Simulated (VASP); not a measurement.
# KF (Fm-3m) in VASP: a series of runs

The runs below take KF through single point, with PBE.

Program: VASP 6.6.1. These are calculated values, not measurements. Logs are shortened: lines on timing, memory, paths and dates and some standing lists are left out, and cuts for length are marked.

**1. The cell of the first run**

Symmetry: Fm-3m, No. 225, cubic system. Conventional cell: a = 5.421 Å, b = 5.421 Å, c = 5.421 Å, α = 90.00°, β = 90.00°, γ = 90.00°. K (site symmetry m-3m) has 6 F at 2.71 Å within 3.6 Å. F (site symmetry m-3m) has 6 K at 2.71 Å within 3.6 Å.

**2. Single point, PBE**

INCAR

```
SYSTEM = KF
PREC = Accurate
ENCUT = 520
EDIFF = 1E-6
ISMEAR = 0
SIGMA = 0.01
LREAL = .False.
LASPH = .True.
NELM = 100
ALGO = Normal
ISIF = 2
LWAVE = .False.
LCHARG = .False.
GGA = PE
NBANDS = 15
```

KPOINTS

```
regular mesh
0
Gamma
  8 8 8
  0 0 0
```

POSCAR

```
KF
1.0
    0.0000000000      2.7103820615      2.7103820615
    2.7103820615      0.0000000000      2.7103820615
    2.7103820615      2.7103820615      0.0000000000
K F
1 1
Direct
    0.0000000000      0.0000000000      0.0000000000
    0.5000000000      0.5000000000      0.5000000000
```

Potentials or basis: VASP PAW PBE potentials, release 64 (K_sv, F).

Started as:

```
$ cat potpaw_PBE.64/K_sv/POTCAR potpaw_PBE.64/F/POTCAR > POTCAR
$ mpirun -np 1 vasp_std > vasp.out
```

OUTCAR:

```text
SYSTEM = KF
   PREC = Accurate
   ENCUT = 520
   EDIFF = 1E-6
   ISMEAR = 0
   LREAL = .False.
   LASPH = .True.
   NELM = 100
   ISIF = 2
   GGA = PE

 ion  position               nearest neighbor table
   1  0.000  0.000  0.000-   2 2.71   2 2.71   2 2.71   2 2.71   2 2.71   2 2.71
   2  0.500  0.500  0.500-   1 2.71   1 2.71   1 2.71   1 2.71   1 2.71   1 2.71

  LATTYP: Found a face centered cubic cell.
 ALAT       =     5.4207641230

  Lattice vectors:

 A1 = (   0.0000000000,   2.7103820615,   2.7103820615)
 A2 = (   2.7103820615,   0.0000000000,   2.7103820615)
 A3 = (   2.7103820615,   2.7103820615,   0.0000000000)

Analysis of symmetry for initial positions (statically):
=====================================================================
 Subroutine PRICEL returns:
 Original cell was already a primitive cell.

 Routine SETGRP: Setting up the symmetry group for a
 face centered cubic supercell.

 Subroutine GETGRP returns: Found 48 space group operations
 (whereof 48 operations were pure point group operations)
 out of a pool of 48 trial point group operations.

The static configuration has the point symmetry O_h .

Analysis of symmetry for dynamics (positions and initial velocities):
=====================================================================
 Subroutine PRICEL returns:
 Original cell was already a primitive cell.

 Routine SETGRP: Setting up the symmetry group for a
 face centered cubic supercell.

 Subroutine GETGRP returns: Found 48 space group operations
 (whereof 48 operations were pure point group operations)
 out of a pool of 48 trial point group operations.

The dynamic configuration has the point symmetry O_h .

 Subroutine INISYM returns: Found 48 space group operations
 (whereof 48 operations are pure point group operations),
 and found     1 'primitive' translations

----------------------------------------------------------------------------------------

                                     Primitive cell

  volume of cell :      39.8219

  direct lattice vectors                    reciprocal lattice vectors
     0.000000000  2.710382061  2.710382061    -0.184475837  0.184475837  0.184475837
     2.710382061  0.000000000  2.710382061     0.184475837 -0.184475837  0.184475837
     2.710382061  2.710382061  0.000000000     0.184475837  0.184475837 -0.184475837

  length of vectors
     3.833059071  3.833059071  3.833059071     0.319521523  0.319521523  0.319521523

  position of ions in fractional coordinates (direct lattice)
     0.000000000  0.000000000  0.000000000
     0.500000000  0.500000000  0.500000000

  ion indices of the primitive-cell ions
   primitive index   ion index
                 1           1
                 2           2

----------------------------------------------------------------------------------------

 KPOINTS: regular mesh

Automatic generation of k-mesh.
 Grid dimensions read from file:
 generate k-points for:    8    8    8

 Generating k-lattice:

  Cartesian coordinates                     Fractional coordinates (reciprocal lattice)
    -0.023059480  0.023059480  0.023059480     0.125000000  0.000000000  0.000000000
     0.023059480 -0.023059480  0.023059480     0.000000000  0.125000000  0.000000000
     0.023059480  0.023059480 -0.023059480     0.000000000  0.000000000  0.125000000

  Length of vectors
     0.039940190  0.039940190  0.039940190

  Shift w.r.t. Gamma in fractional coordinates (k-lattice)
     0.000000000  0.000000000  0.000000000

 Subroutine IBZKPT returns following result:
 ===========================================

 Found     29 irreducible k-points:

 Following reciprocal coordinates:
            Coordinates               Weight
  0.000000  0.000000  0.000000      1.000000
  0.125000  0.000000  0.000000      8.000000
  0.250000  0.000000  0.000000      8.000000
  0.375000  0.000000  0.000000      8.000000
  0.500000  0.000000  0.000000      4.000000
  0.125000  0.125000  0.000000      6.000000
[... 16 lines left out ...]
  0.500000  0.250000  0.125000     48.000000
 -0.375000  0.250000  0.125000     24.000000
 [... further k-points ...]
   k-points           NKPTS =     29   k-points in BZ     NKDIM =     29   number of bands    NBANDS=     15
   number of dos      NEDOS =    301   number of ions     NIONS =      2
   total plane-waves  NPLWV =  27000
   dimension x,y,z NGX =    30 NGY =   30 NGZ =   30
   dimension x,y,z NGXF=    60 NGYF=   60 NGZF=   60
   ions per type =               1   1
   NGX,Y,Z   is equivalent  to a cutoff of  13.01, 13.01, 13.01 a.u.
   NGXF,Y,Z  is equivalent  to a cutoff of  26.02, 26.02, 26.02 a.u.
 SYSTEM =  KF
   PREC   = accura    normal or accurate (medium, high low for compatibility)
   ISTART =      0    job   : 0-new  1-cont  2-samecut
   ICHARG =      2    charge: 1-file 2-atom 10-const
   ISPIN  =      1    spin polarized calculation?
   LNONCOLLINEAR =      F non collinear calculations
   LSORBIT =      F    spin-orbit coupling
   LASPH  =      T    aspherical Exc in radial PAW
   ENCUT  =  520.0 eV  38.22 Ry    6.18 a.u.   7.13  7.13  7.13*2*pi/ulx,y,z
   NELM   =    100;   NELMIN=  2; NELMDL= -5     # of ELM steps
   EDIFF  = 0.1E-05   stopping-criterion for ELM
   LREAL  =      F    real-space projection
   EDIFFG = 0.1E-04   stopping-criterion for IOM
   NSW    =      0    number of steps for IOM
   IBRION =     -1    ionic relax: 0-MD 1-quasi-New 2-CG
   NFREE  =      0    steps in history (QN), initial steepest desc. (CG)
   ISIF   =      2    stress and relaxation
   ISYM   =      2    0-nonsym 1-usesym 2-fastsym
   POTIM  = 0.5000    time-step for ionic-motion
   TEBEG  =    0.0;   TEEND  =   0.0 temperature during run
   PSTRESS=    0.0 pullay stress
   NELECT =      16.0000    total number of electrons
   NUPDOWN=      -1.0000    fix difference up-down
   EMIN   =  10.00;   EMAX   =-10.00  energy-range for DOS
   EFERMI =   0.00;   METHOD = LEGACY
   ISMEAR =     0;   SIGMA  =   0.01  broadening in eV -4-tet -1-fermi 0-gaus
   EFERMI_NEDOS =   21; number of points for ismear=-14 and -15
   IALGO  =     38    algorithm
   IMIX   =      4    mixing-type and parameters
     AMIX     =   0.40;   BMIX     =  1.00
     AMIX_MAG =   1.60;   BMIX_MAG =  1.00
  volume/ion in A,a.u.               =      19.91       134.37
  Fermi-wavevector in a.u.,A,eV,Ry     =   1.208021  2.282828 19.855167  1.459314
  Thomas-Fermi vector in A             =   2.343641
   LORBIT       =      0    0 simple, 1 ext, 2 COOP (PROOUT), +10 PAW based schemes
   GGA     = PE    functional components
   LHFCALC =     F    Hartree Fock is set to
   AEXX    =    0.0000 exact exchange contribution
   IVDW    =     0    specifies the selected vdW correction
   LEPSILON=     F    determine dielectric tensor
   LRPA    =     F    only Hartree local field effects (RPA)
 non-spin polarized calculation
 Gauss-broadening in eV      SIGMA  =   0.01
  energy-cutoff  :      520.00
  volume of cell :       39.82
 maximum number of plane-waves:      1090
 NGX is ok and might be reduce to    30
   NGX = 15   NGY = 15   NGZ = 15

 number of electron      15.9999992 magnetization

 Free energy of the ion-electron system (eV)
  ---------------------------------------------------
  ext. energy  EPLUGINS =         0.00000000
  ---------------------------------------------------
  free energy    TOTEN  =        -8.29929536 eV

  energy without entropy =       -8.29929536  energy(sigma->0) =       -8.29929536

 E-fermi :  -2.8315     XC(G=0):  -8.2110

 val. band max:       -2.9147575803   @ k =   0.0000   0.0000   0.0000
 cond. band min:       3.0312593514   @ k =   0.0000   0.0000   0.0000
 fundamental gap:      5.9460169316
 Fermi energy:        -2.8315317776

 k-point     1 :       0.0000    0.0000    0.0000
  band No.  band energies     occupation
      1     -29.1745      2.00000
      2     -21.5484      2.00000
      3     -12.4541      2.00000
      4     -12.4541      2.00000
      5     -12.4541      2.00000
      6      -2.9148      2.00000
      7      -2.9148      2.00000
      8      -2.9148      2.00000
      9       3.0313      0.00000
     10       7.6428      0.00000
     11       7.6428      0.00000
     12       7.6428      0.00000
     13       9.2583      0.00000
     14       9.2583      0.00000
     15      13.7391      0.00000

 k-point     2 :       0.1250    0.0000    0.0000
  band No.  band energies     occupation
      1     -29.1633      2.00000
      2     -21.5581      2.00000
      3     -12.4913      2.00000
      4     -12.4592      2.00000
      5     -12.4592      2.00000
      6      -3.0465      2.00000
      7      -2.9622      2.00000
      8      -2.9621      2.00000
      9       3.4485      0.00000
     10       7.3967      0.00000
     11       7.8430      0.00000
     12       7.8430      0.00000
     13       9.3896      0.00000
     14       9.3896      0.00000
     15      14.4561      0.00000

 k-point     3 :       0.2500    0.0000    0.0000
  band No.  band energies     occupation
      1     -29.1362      2.00000
      2     -21.5820      2.00000
      3     -12.5804      2.00000
      4     -12.4713      2.00000
      5     -12.4713      2.00000
      6      -3.3262      2.00000
      7      -3.0742      2.00000
      8      -3.0742      2.00000
      9       4.4984      0.00000
     10       7.0402      0.00000
     11       8.3354      0.00000
     12       8.3354      0.00000
     13       9.8059      0.00000
     14       9.8059      0.00000
     15      15.3203      0.00000
[... 343 lines left out ...]
 k-point    23 :       0.5000    0.2500    0.1250
  band No.  band energies     occupation
      1     -29.0963      2.00000
      2     -21.5925      2.00000
      3     -12.7002      2.00000
      4     -12.6284      2.00000
      5     -12.5131      2.00000
      6      -3.4483      2.00000
      7      -3.1873      2.00000
      8      -3.0723      2.00000
      9       6.0787      0.00000
     10       6.5702      0.00000
     11       8.6103      0.00000
     12       9.4400      0.00000
     13      10.3231      0.00000
     14      11.2489      0.00000
     15      12.8383      0.00000

 k-point    24 :      -0.3750    0.2500    0.1250
  band No.  band energies     occupation
      1     -29.0875      2.00000
      2     -21.5962      2.00000
      3     -12.7388      2.00000
      4     -12.6425      2.00000
      5     -12.5206      2.00000
      6      -3.4545      2.00000
      7      -3.1737      2.00000
      8      -3.1587      2.00000
      9       6.3105      0.00000
     10       6.9653      0.00000
     11       8.5203      0.00000
     12       9.5766      0.00000
     13      10.7754      0.00000
     14      11.7621      0.00000
     15      11.9195      0.00000

 [... further k-points ...]

------------------------ aborting loop because EDIFF is reached ----------------------------------------

  FORCE on cell =-STRESS in cart. coord.  units (eV):
  Direction    XX          YY          ZZ          XY          YZ          ZX
  --------------------------------------------------------------------------------------
  -------------------------------------------------------------------------------------
  Total        0.0031776      0.0031776      0.0031776      0.0000000      0.0000000      0.0000000
  in kB        0.1278463      0.1278463      0.1278463      0.0000000      0.0000000      0.0000000
  external PRESSURE =       0.1278463 kB  Pullay stress =       0.0000000 kB

 VOLUME and BASIS-vectors are now :
 -----------------------------------------------------------------------------
  energy-cutoff  :      520.00
  volume of cell :       39.82
      direct lattice vectors                 reciprocal lattice vectors
     0.000000000  2.710382061  2.710382061    -0.184475837  0.184475837  0.184475837
     2.710382061  0.000000000  2.710382061     0.184475837 -0.184475837  0.184475837
     2.710382061  2.710382061  0.000000000     0.184475837  0.184475837 -0.184475837

 POSITION                                       TOTAL-FORCE (eV/Angst)
 -----------------------------------------------------------------------------------
      0.00000      0.00000      0.00000         0.000000     -0.000000      0.000000
      2.71038      2.71038      2.71038        -0.000000      0.000000     -0.000000
 -----------------------------------------------------------------------------------
    total drift:                                0.000000      0.000000      0.000000

  FREE ENERGIE OF THE ION-ELECTRON SYSTEM (eV)
  ---------------------------------------------------
  free  energy   TOTEN  =        -8.2992953563 eV

  energy  without entropy=       -8.2992953563  energy(sigma->0) =       -8.29929536
```

Wall time 28 s (1 thread of Intel Xeon 8259CL, shared host); peak memory 0.17 GiB.

Results:

| Quantity | Value |
| --- | --- |
| Free energy | -8.2993 eV |
| Pressure | 0.0 GPa |
| Band gap on the k mesh | 5.95 eV |

Levels at points of the mesh, in eV from the valence-band top:
```
           k point  band 6  band 7  band 8  band 9  band 10  band 11
(0.00, 0.00, 0.00)    0.00    0.00    0.00    5.95    10.56    10.56
(0.50, 0.00, 0.00)   -0.75   -0.31   -0.31    8.89    10.29    11.87
(0.50, 0.50, 0.00)   -0.23   -0.06   -0.06    8.16    10.07    11.47
```

**3. Single point, PBE**

INCAR

```
ALGO = Normal
EDIFF = 1E-7
ENCUT = 520
GGA = PE
ISIF = 2
ISMEAR = 0
LASPH = True
LCHARG = False
LREAL = False
LWAVE = False
NBANDS = 15
NELM = 60
PREC = Accurate
SIGMA = 0.02
```

KPOINTS

```
k-points
0
Gamma
  8 8 8
```

POSCAR

```
KF
1.0
    0.0000000000      2.7100386135      2.7100386135
    2.7100386135      0.0000000000      2.7100386135
    2.7100386135      2.7100386135      0.0000000000
K F
1 1
Direct
    0.0000000000      0.0000000000      0.0000000000
    0.5000000000      0.5000000000      0.5000000000
```

Potentials or basis: VASP PAW PBE potentials, release 64 (K_sv, F).

Started as:

```
$ cat potpaw_PBE.64/K_sv/POTCAR potpaw_PBE.64/F/POTCAR > POTCAR
$ mpirun -np 1 vasp_std > vasp.out
```

Run time: 36 s. Hardware: 1 thread of Intel Xeon 8259CL, shared host; peak memory 0.17 GiB.

Results (log left out):

| Item | Value |
| --- | --- |
| Free energy | -8.2992 eV |
| Pressure | 0.0 GPa |
| Band gap on the k mesh | 5.95 eV |

Levels at points of the mesh, in eV from the valence-band top:
```tsv
k point	band 6	band 7	band 8	band 9	band 10	band 11
(0.00, 0.00, 0.00)	0.00	0.00	0.00	5.95	10.56	10.56
(0.50, 0.00, 0.00)	-0.75	-0.31	-0.31	8.89	10.29	11.87
(0.50, 0.50, 0.00)	-0.23	-0.06	-0.06	8.16	10.07	11.47
```
